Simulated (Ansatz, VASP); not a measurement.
## CdF2: VASP beside Ansatz

```xyz
36
Lattice="-5.3880 5.3880 0.0000 0.0000 5.3880 5.3880 2.6940 8.0820 -5.3880" Properties=species:S:1:pos:R:3 pbc="T T T"
Cd    0.0000    0.0000    0.0000
Cd   -2.6940    8.0820    0.0000
Cd    0.0000   10.7760    0.0000
Cd   -2.6940    5.3880    2.6940
Cd    0.0000    8.0820    2.6940
Cd   -2.6940   10.7760   -2.6940
Cd    0.0000    2.6940    2.6940
Cd   -2.6940   10.7760    2.6940
Cd    0.0000    8.0820   -2.6940
Cd   -2.6940    2.6940    0.0000
Cd    0.0000    5.3880    0.0000
Cd   -2.6940   13.4700    0.0000
F    -4.0410    6.7350    1.3470
F    -1.3470    9.4290    1.3470
F     1.3470    6.7350   -4.0410
F    -1.3470    6.7350    4.0410
F    -4.0410    9.4290   -1.3470
F    -1.3470   12.1230   -1.3470
F    -4.0410    9.4290    4.0410
F    -1.3470    6.7350   -1.3470
F     1.3470    9.4290   -1.3470
F    -1.3470    4.0410    1.3470
F    -4.0410   12.1230    1.3470
F    -1.3470    9.4290   -4.0410
F    -1.3470    4.0410   -1.3470
F     1.3470    6.7350   -1.3470
F    -1.3470   14.8170   -1.3470
F    -4.0410    9.4290    1.3470
F    -1.3470   12.1230    1.3470
F     1.3470    9.4290   -4.0410
F    -1.3470    6.7350    1.3470
F     1.3470    9.4290    1.3470
F    -1.3470   12.1230   -4.0410
F    -4.0410    6.7350   -1.3470
F    -1.3470    9.4290   -1.3470
F     1.3470   12.1230   -1.3470
```

Alike in both runs: task single point; functional PBE; k mesh 2 × 2 × 2; occupations gaussian, width 0.05 eV; no spin polarisation.

|  | VASP | Ansatz |
| --- | --- | --- |
| version | VASP 6.6.1 | Ansatz 0.2.0 |
| potentials or method | VASP PAW PBE potentials, release 64 (Cd, F), cutoff 520 eV | scalar-relativistic, plane waves, PAW |
| valence electrons in the cell | 312 | 408 |

```tsv
	VASP	Ansatz	Ansatz less VASP
gap on the k mesh at the Fermi level (eV)	3.07	3.10	+0.033
```

VASP's potentials hold 312 valence electrons a cell and Ansatz's 408, so a difference there can come from the potentials and not from the codes. Ansatz's warnings: structure snapped to symmetry.

The k mesh is coarse, so the values compare programs but aren't converged.
